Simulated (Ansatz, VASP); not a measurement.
# One calculation of SiC, two programs

Contents of INCAR:

```
SYSTEM = SiC
  ALGO = Normal
  EDIFF = 1E-6
  ENCUT = 600
  GGA = PE
  GGA_COMPAT = .FALSE.
  ISIF = 2
  ISMEAR = 0
  LASPH = .TRUE.
  LCHARG = .FALSE.
  LREAL = .FALSE.
  LWAVE = .FALSE.
  NBANDS = 11
  NELM = 120
  PREC = Accurate
  SIGMA = 0.01
```

File KPOINTS:

```
k-points
0
G
  6 6 6
  0 0 0
```

The input POSCAR:

```
SiC
1.0
    3.0815710000      0.0000000000      0.0000000000
    1.5407855000      2.6687187696      0.0000000000
    1.5407855000      0.8895729232      2.5160921854
Si C
1 1
Direct
    0.0000000000      0.0000000000      0.0000000000
    0.2500000000      0.2500000000      0.2500000000
```

Input for Ansatz:

```yaml
crystal:
  lattice:
    a: 3.081571
    b: 3.081571
    c: 3.081571
    alpha: 60.0
    beta: 60.0
    gamma: 60.0
  atoms:
    - { symbol: Si, position: [0.0, 0.0, 0.0] }
    - { symbol: C, position: [0.25, 0.25, 0.25] }
kpoints:
  mp_grid:
    grid: [6, 6, 6]
hamiltonian:
  xc: pbe
scf:
  convergence:
    dr2_threshold: 1.0e-10
  occupations:
    method: fixed
output:
  eigenvalues: true
```

Alike in both runs: task single point; functional PBE; k mesh 6 × 6 × 6; no spin polarisation.

```csv
,VASP,Ansatz
version,VASP 6.6.1,Ansatz 0.2.0
potentials or method,"VASP PAW PBE potentials, release 64 (Si, C)","plane waves, PAW"
plane-wave cutoff (eV),600,420
occupations,"gaussian, width 0.01 eV",fixed
valence electrons in the cell,8,8
```

|  | VASP | Ansatz | Ansatz less VASP |
| --- | --- | --- | --- |
| gap on the k mesh at the Fermi level (eV) | 1.35 | 1.35 | +0.002 |
